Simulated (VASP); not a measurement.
Write the native input for VASP 6.6.1 that does the following.

* Task: relaxation of cell and atoms
* Functional: PBE
* Potentials or basis: VASP PAW PBE potentials, release 64 (Lu, C)
* Cutoff: 600 eV
* k mesh: 8 × 8 × 8
* Occupations: gaussian, width 0.1 eV
* Spin: no spin polarisation
* Dipole correction: no
* Further INCAR settings: ALGO = Normal; EDIFF = 1e-07; IBRION = 2; EDIFFG = -0.01; NSW = 100; ISIF = 3

The structure of Lu4C3 lies in POSCAR:

```
Lu4C3
1.0
    4.8925001641      0.0000000000      0.0000000000
    0.0000000000      4.8925001641      0.0000000000
    0.0000000000      0.0000000000      4.8925001641
Lu C
4 3
Direct
    0.5000000000      0.5000000000      0.5000000000
    0.5000000000      0.0000000000      0.0000000000
    0.0000000000      0.5000000000      0.0000000000
    0.0000000000      0.0000000000      0.5000000000
    0.5000000000      0.5000000000      0.0000000000
    0.0000000000      0.5000000000      0.5000000000
    0.5000000000      0.0000000000      0.5000000000
```

One way to write it, as run:

INCAR

```
ALGO = Normal
EDIFF = 1E-7
EDIFFG = -0.01
ENCUT = 600
GGA = PE
IBRION = 2
ISIF = 3
ISMEAR = 0
LASPH = T
LCHARG = F
LREAL = F
LWAVE = F
NELM = 100
NSW = 100
PREC = Accurate
SIGMA = 0.1
```

KPOINTS

```
k-points
0
Gamma
  8 8 8
```

Potentials or basis: VASP PAW PBE potentials, release 64 (Lu, C).

The run is started by

```bash
$ cat potpaw_PBE.64/Lu/POTCAR potpaw_PBE.64/C/POTCAR > POTCAR
$ mpirun -np 1 vasp_std > vasp.out
```

Results of the run:

- Relaxed volume: 16.79 Å³/atom
- Relaxed cell: a = 4.898 Å, b = 4.898 Å, c = 4.898 Å, α = 90.00°, β = 90.00°, γ = 90.00°
- Space group after relaxing (to 0.05 Å): Pm-3m (No. 221)
- Energy gained by relaxing: 0.1 meV/atom
- Ionic steps: 3
- Pressure after relaxing: 0.0 GPa
- Band gap on the k mesh: zero (band 56 reaches 3.57 eV, above the bottom of band 57 at 2.36 eV)

Caveat: spin-orbit coupling is left out, which moves the levels of the heavy elements.

It took 9.1 min on 1 thread of Intel(R) Xeon(R) 6975P-C (Granite Rapids), on a shared host, peak memory 0.41 GiB.
